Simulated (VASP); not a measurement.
# NiGe (Pnma) in VASP: single point with PBE

Aim: the single point of NiGe with PBE.

Everything below comes from runs of VASP 6.6.1. Logs are shortened: lines on timing, memory, paths and dates and some standing lists are left out, and cuts for length are marked.

## 1. The cell of the first run

Symmetry: Pnma, No. 62, orthorhombic system. Conventional cell: a = 5.293 Å, b = 3.434 Å, c = 5.680 Å, α = 90.00°, β = 90.00°, γ = 90.00°. Within 3.1 Å of Ni (site symmetry m) lie 6 Ge at 2.32 to 2.47 Å and 4 Ni at 2.73 to 2.74 Å. Within 3.1 Å of Ge (site symmetry m) lie 6 Ni at 2.32 to 2.47 Å and 2 Ge at 2.80 Å.

## 2. Single point, PBE (volume scaled by 0.94, then relaxed in part)

The input, INCAR:

```
  ALGO = Normal
  EDIFF = 1E-7
  ENCUT = 520
  GGA = PE
  ISIF = 2
  ISMEAR = 0
  LASPH = T
  LCHARG = T
  LELF = T
  LREAL = F
  LVHAR = T
  LWAVE = F
  NBANDS = 58
  NELM = 100
  PREC = Accurate
  SIGMA = 0.1
```

The input, KPOINTS:

```
k-points
0
Gamma
  8 12 8
```

The input, POSCAR:

```
NiGe
1.0
    5.2931028034      0.0000000000      0.0000000000
    0.0000000000      3.4338302562      0.0000000000
    0.0000000000      0.0000000000      5.6797886644
Ni Ge
4 4
Direct
    0.9912797323      0.7500000000      0.1868374570
    0.0087202677      0.2500000000      0.8131625430
    0.5087202677      0.2500000000      0.6868374570
    0.4912797323      0.7500000000      0.3131625430
    0.8140875843      0.7500000000      0.5895157605
    0.1859124157      0.2500000000      0.4104842395
    0.6859124157      0.2500000000      0.0895157605
    0.3140875843      0.7500000000      0.9104842395
```

Potentials or basis: VASP PAW PBE potentials, release 64 (Ni, Ge_d).

Launch:

```sh
$ cat potpaw_PBE.64/Ni/POTCAR potpaw_PBE.64/Ge_d/POTCAR > POTCAR
$ mpirun -np 1 vasp_std > vasp.out
```

OUTCAR:

```text
EDIFF = 1E-7
   ENCUT = 520
   GGA = PE
   ISIF = 2
   ISMEAR = 0
   LASPH = T
   LREAL = F
   NELM = 100
   PREC = Accurate

 ion  position               nearest neighbor table
   1  0.991  0.750  0.187-   8 2.32   6 2.37   6 2.37   7 2.42   7 2.42   5 2.47   2 2.73   2 2.73
                             4 2.74   4 2.74
   2  0.009  0.250  0.813-   7 2.32   5 2.37   5 2.37   8 2.42   8 2.42   6 2.47   1 2.73   1 2.73
                             3 2.74   3 2.74
   3  0.509  0.250  0.687-   6 2.32   8 2.37   8 2.37   5 2.42   5 2.42   7 2.47   4 2.73   4 2.73
                             2 2.74   2 2.74
   4  0.491  0.750  0.313-   5 2.32   7 2.37   7 2.37   6 2.42   6 2.42   8 2.47   3 2.73   3 2.73
                             1 2.74   1 2.74
   5  0.814  0.750  0.590-   4 2.32   2 2.37   2 2.37   3 2.42   3 2.42   1 2.47   6 2.80   6 2.80

   6  0.186  0.250  0.410-   3 2.32   1 2.37   1 2.37   4 2.42   4 2.42   2 2.47   5 2.80   5 2.80

   7  0.686  0.250  0.090-   2 2.32   4 2.37   4 2.37   1 2.42   1 2.42   3 2.47   8 2.80   8 2.80

   8  0.314  0.750  0.910-   1 2.32   3 2.37   3 2.37   2 2.42   2 2.42   4 2.47   7 2.80   7 2.80

  LATTYP: Found a simple orthorhombic cell.
 ALAT       =     3.4338302562
 B/A-ratio  =     1.5414573256
 C/A-ratio  =     1.6540679768

  Lattice vectors:

 A1 = (   0.0000000000,  -3.4338302562,   0.0000000000)
 A2 = (   5.2931028034,   0.0000000000,   0.0000000000)
 A3 = (   0.0000000000,   0.0000000000,   5.6797886644)

Analysis of symmetry for initial positions (statically):
=====================================================================
 Subroutine PRICEL returns:
 Original cell was already a primitive cell.

 Routine SETGRP: Setting up the symmetry group for a
 simple orthorhombic supercell.

 Subroutine GETGRP returns: Found  8 space group operations
 (whereof  2 operations were pure point group operations)
 out of a pool of  8 trial point group operations.

The static configuration has the point symmetry S_2 .
 The point group associated with its full space group is D_2h.

Analysis of symmetry for dynamics (positions and initial velocities):
=====================================================================
 Subroutine PRICEL returns:
 Original cell was already a primitive cell.

 Routine SETGRP: Setting up the symmetry group for a
 simple orthorhombic supercell.

 Subroutine GETGRP returns: Found  8 space group operations
 (whereof  2 operations were pure point group operations)
 out of a pool of  8 trial point group operations.

The dynamic configuration has the point symmetry S_2 .
 The point group associated with its full space group is D_2h.

 Subroutine INISYM returns: Found  8 space group operations
 (whereof  2 operations are pure point group operations),
 and found     1 'primitive' translations

----------------------------------------------------------------------------------------

                                     Primitive cell

  volume of cell :     103.2337

  direct lattice vectors                    reciprocal lattice vectors
     5.293102803  0.000000000  0.000000000     0.188925104  0.000000000  0.000000000
     0.000000000  3.433830256  0.000000000     0.000000000  0.291219986  0.000000000
     0.000000000  0.000000000  5.679788664     0.000000000  0.000000000  0.176062889

  length of vectors
     5.293102803  3.433830256  5.679788664     0.188925104  0.291219986  0.176062889

  position of ions in fractional coordinates (direct lattice)
     0.991279732  0.750000000  0.186837457
     0.008720268  0.250000000  0.813162543
     0.508720268  0.250000000  0.686837457
     0.491279732  0.750000000  0.313162543
     0.814087584  0.750000000  0.589515760
     0.185912416  0.250000000  0.410484240
     0.685912416  0.250000000  0.089515760
     0.314087584  0.750000000  0.910484240

  ion indices of the primitive-cell ions
   primitive index   ion index
                 1           1
                 2           2
                 3           3
                 4           4
                 5           5
                 6           6
                 7           7
                 8           8

----------------------------------------------------------------------------------------

 KPOINTS: k-points

Automatic generation of k-mesh.
 Grid dimensions read from file:
 generate k-points for:    8   12    8

 Generating k-lattice:

  Cartesian coordinates                     Fractional coordinates (reciprocal lattice)
     0.023615638  0.000000000  0.000000000     0.125000000  0.000000000  0.000000000
     0.000000000  0.024268332  0.000000000     0.000000000  0.083333333  0.000000000
     0.000000000  0.000000000  0.022007861     0.000000000  0.000000000  0.125000000

  Length of vectors
     0.023615638  0.024268332  0.022007861

  Shift w.r.t. Gamma in fractional coordinates (k-lattice)
     0.000000000  0.000000000  0.000000000

 Subroutine IBZKPT returns following result:
 ===========================================

 Found    175 irreducible k-points:

 Following reciprocal coordinates:
            Coordinates               Weight
  0.000000  0.000000  0.000000      1.000000
  0.125000  0.000000  0.000000      2.000000
  0.250000  0.000000  0.000000      2.000000
  0.375000  0.000000  0.000000      2.000000
  0.500000  0.000000  0.000000      1.000000
  0.000000  0.083333  0.000000      2.000000
[... 16 lines left out ...]
  0.250000  0.333333  0.000000      4.000000
  0.375000  0.333333  0.000000      4.000000
 [... further k-points ...]
   k-points           NKPTS =    175   k-points in BZ     NKDIM =    175   number of bands    NBANDS=     58
   number of dos      NEDOS =    301   number of ions     NIONS =      8
   total plane-waves  NPLWV =  47040
   dimension x,y,z NGX =    40 NGY =   28 NGZ =   42
   dimension x,y,z NGXF=    80 NGYF=   56 NGZF=   84
   ions per type =               4   4
   NGX,Y,Z   is equivalent  to a cutoff of  12.56, 13.56, 12.29 a.u.
   NGXF,Y,Z  is equivalent  to a cutoff of  25.13, 27.11, 24.59 a.u.
 SYSTEM =  unknown system
   PREC   = accura    normal or accurate (medium, high low for compatibility)
   ISTART =      0    job   : 0-new  1-cont  2-samecut
   ICHARG =      2    charge: 1-file 2-atom 10-const
   ISPIN  =      1    spin polarized calculation?
   LNONCOLLINEAR =      F non collinear calculations
   LSORBIT =      F    spin-orbit coupling
   LASPH  =      T    aspherical Exc in radial PAW
   ENCUT  =  520.0 eV  38.22 Ry    6.18 a.u.   9.84  6.38 10.56*2*pi/ulx,y,z
   NELM   =    100;   NELMIN=  2; NELMDL= -5     # of ELM steps
   EDIFF  = 0.1E-06   stopping-criterion for ELM
   LREAL  =      F    real-space projection
   EDIFFG = 0.1E-05   stopping-criterion for IOM
   NSW    =      0    number of steps for IOM
   IBRION =     -1    ionic relax: 0-MD 1-quasi-New 2-CG
   NFREE  =      0    steps in history (QN), initial steepest desc. (CG)
   ISIF   =      2    stress and relaxation
   ISYM   =      2    0-nonsym 1-usesym 2-fastsym
   POTIM  = 0.5000    time-step for ionic-motion
   TEBEG  =    0.0;   TEEND  =   0.0 temperature during run
   PSTRESS=    0.0 pullay stress
   NELECT =      96.0000    total number of electrons
   NUPDOWN=      -1.0000    fix difference up-down
   EMIN   =  10.00;   EMAX   =-10.00  energy-range for DOS
   EFERMI =   0.00;   METHOD = LEGACY
   ISMEAR =     0;   SIGMA  =   0.10  broadening in eV -4-tet -1-fermi 0-gaus
   EFERMI_NEDOS =   21; number of points for ismear=-14 and -15
   IALGO  =     38    algorithm
   IMIX   =      4    mixing-type and parameters
     AMIX     =   0.40;   BMIX     =  1.00
     AMIX_MAG =   1.60;   BMIX_MAG =  1.00
  volume/ion in A,a.u.               =      12.90        87.08
  Fermi-wavevector in a.u.,A,eV,Ry     =   1.597931  3.019653 34.740909  2.553385
  Thomas-Fermi vector in A             =   2.695460
   LORBIT       =      0    0 simple, 1 ext, 2 COOP (PROOUT), +10 PAW based schemes
   GGA     = PE    functional components
   LHFCALC =     F    Hartree Fock is set to
   AEXX    =    0.0000 exact exchange contribution
   IVDW    =     0    specifies the selected vdW correction
   LEPSILON=     F    determine dielectric tensor
   LRPA    =     F    only Hartree local field effects (RPA)
 non-spin polarized calculation
 Gauss-broadening in eV      SIGMA  =   0.10
  energy-cutoff  :      520.00
  volume of cell :      103.23
 maximum number of plane-waves:      2810
 NGX is ok and might be reduce to    40
   NGX = 19   NGY = 13   NGZ = 21

 number of electron      96.0000073 magnetization

 Free energy of the ion-electron system (eV)
  ---------------------------------------------------
  ext. energy  EPLUGINS =         0.00000000
  ---------------------------------------------------
  free energy    TOTEN  =       -42.22063099 eV

  energy without entropy =      -42.20886918  energy(sigma->0) =      -42.21475008

 E-fermi :   9.4598     XC(G=0): -12.7509

 val. band max:        9.4546977848   @ k =   0.3750   0.0833   0.0000
 cond. band min:       9.4611666537   @ k =   0.1250   0.2500   0.2500
 fundamental gap:      0.0064688689
 Fermi energy:         9.4597924874

 k-point     1 :       0.0000    0.0000    0.0000
  band No.  band energies     occupation
      1     -15.3039      2.00000
      2     -15.2885      2.00000
      3     -15.2798      2.00000
      4     -15.2773      2.00000
      5     -15.2609      2.00000
      6     -15.2393      2.00000
[... 50 lines left out ...]
     57      16.1376      0.00000
     58      16.3733      0.00000

 k-point     2 :       0.1250    0.0000    0.0000
  band No.  band energies     occupation
      1     -15.3032      2.00000
      2     -15.2891      2.00000
      3     -15.2793      2.00000
      4     -15.2767      2.00000
      5     -15.2609      2.00000
      6     -15.2393      2.00000
[... 50 lines left out ...]
     57      15.8978      0.00000
     58      16.0800      0.00000

 k-point     3 :       0.2500    0.0000    0.0000
  band No.  band energies     occupation
      1     -15.3014      2.00000
      2     -15.2907      2.00000
      3     -15.2777      2.00000
      4     -15.2754      2.00000
      5     -15.2607      2.00000
      6     -15.2445      2.00000
[... 1216 lines left out ...]
      3     -15.2704      2.00000
      4     -15.2664      2.00000
      5     -15.2605      2.00000
      6     -15.2434      2.00000
[... 50 lines left out ...]
     57      15.0773      0.00000
     58      17.1418      0.00000

 k-point    24 :       0.3750    0.3333    0.0000
  band No.  band energies     occupation
      1     -15.2952      2.00000
      2     -15.2926      2.00000
      3     -15.2691      2.00000
      4     -15.2667      2.00000
      5     -15.2568      2.00000
      6     -15.2470      2.00000
[... 50 lines left out ...]
     57      15.8505      0.00000
     58      16.7514      0.00000

 [... further k-points ...]
[... 5 lines left out ...]
  --------------------------------------------------------------------------------------
  -------------------------------------------------------------------------------------
  Total        6.2975055      6.2019823      6.2788528      0.0000000      0.0000000      0.0000000
  in kB       97.7367314     96.2542200     97.4472420      0.0000000      0.0000000      0.0000000
  external PRESSURE =      97.1460645 kB  Pullay stress =       0.0000000 kB

 VOLUME and BASIS-vectors are now :
 -----------------------------------------------------------------------------
  energy-cutoff  :      520.00
  volume of cell :      103.23
      direct lattice vectors                 reciprocal lattice vectors
     5.293102803  0.000000000  0.000000000     0.188925104  0.000000000  0.000000000
     0.000000000  3.433830256  0.000000000     0.000000000  0.291219986  0.000000000
     0.000000000  0.000000000  5.679788664     0.000000000  0.000000000  0.176062889

 POSITION                                       TOTAL-FORCE (eV/Angst)
 -----------------------------------------------------------------------------------
      5.24695      2.57537      1.06120        -0.005460      0.000000     -0.000353
      0.04616      0.85846      4.61859         0.005460     -0.000000      0.000353
      2.69271      0.85846      3.90109         0.005460      0.000000     -0.000353
      2.60039      2.57537      1.77870        -0.005460      0.000000      0.000353
      4.30905      2.57537      3.34832         0.002865      0.000000      0.005769
      0.98405      0.85846      2.33146        -0.002865     -0.000000     -0.005769
      3.63060      0.85846      0.50843        -0.002865     -0.000000      0.005769
      1.66250      2.57537      5.17136         0.002865      0.000000     -0.005769
 -----------------------------------------------------------------------------------
    total drift:                                0.000000      0.000000     -0.000000

  FREE ENERGIE OF THE ION-ELECTRON SYSTEM (eV)
  ---------------------------------------------------
  free  energy   TOTEN  =       -42.2206309899 eV

  energy  without entropy=      -42.2088691794  energy(sigma->0) =      -42.21475008
```

Wall time 17 min (1 thread of Intel Xeon Platinum 8488C (Sapphire Rapids), shared host); peak memory 0.78 GiB.

Results:

```
Free energy            : -42.2206 eV
Pressure               : 9.7 GPa
Largest force          : 0.006 eV/Å
Band gap on the k mesh : zero (band 48 reaches 10.46 eV, above the bottom of band 49 at 8.76 eV)
```

Forces on the atoms (eV/Å):
```
Ni  -0.005  0.000  0.000
Ni   0.005  0.000  0.000
Ni   0.005  0.000  0.000
Ni  -0.005  0.000  0.000
Ge   0.003  0.000  0.006
Ge  -0.003  0.000 -0.006
Ge  -0.003  0.000  0.006
Ge   0.003  0.000 -0.006
```

Levels at points of the mesh, in eV from the Fermi level:
| k point | band 45 | band 46 | band 47 | band 48 | band 49 | band 50 | band 51 | band 52 |
| --- | --- | --- | --- | --- | --- | --- | --- | --- |
| (0.00, 0.00, 0.00) | -1.62 | -1.08 | -1.07 | -0.90 | 0.74 | 0.78 | 4.04 | 4.04 |
| (0.50, 0.00, 0.00) | -1.65 | -1.65 | 0.78 | 0.78 | 1.40 | 1.40 | 3.22 | 3.22 |
| (0.00, 0.50, 0.00) | -1.71 | -1.71 | -1.25 | -1.25 | -0.54 | -0.54 | 2.09 | 2.09 |
| (0.50, 0.50, 0.00) | -1.47 | -1.47 | -1.47 | -1.47 | 0.39 | 0.39 | 0.39 | 0.39 |
| (0.00, 0.00, 0.50) | -1.29 | -1.29 | -0.17 | -0.17 | 1.07 | 1.07 | 2.76 | 2.76 |
| (0.50, 0.00, 0.50) | -0.94 | -0.94 | 0.70 | 0.70 | 2.60 | 2.60 | 2.68 | 2.68 |
| (0.00, 0.50, 0.50) | -1.72 | -1.72 | -1.55 | -1.55 | 0.40 | 0.40 | 0.75 | 0.75 |
| (0.50, 0.50, 0.50) | -1.65 | -1.65 | -1.65 | -1.65 | 2.65 | 2.65 | 2.65 | 2.65 |
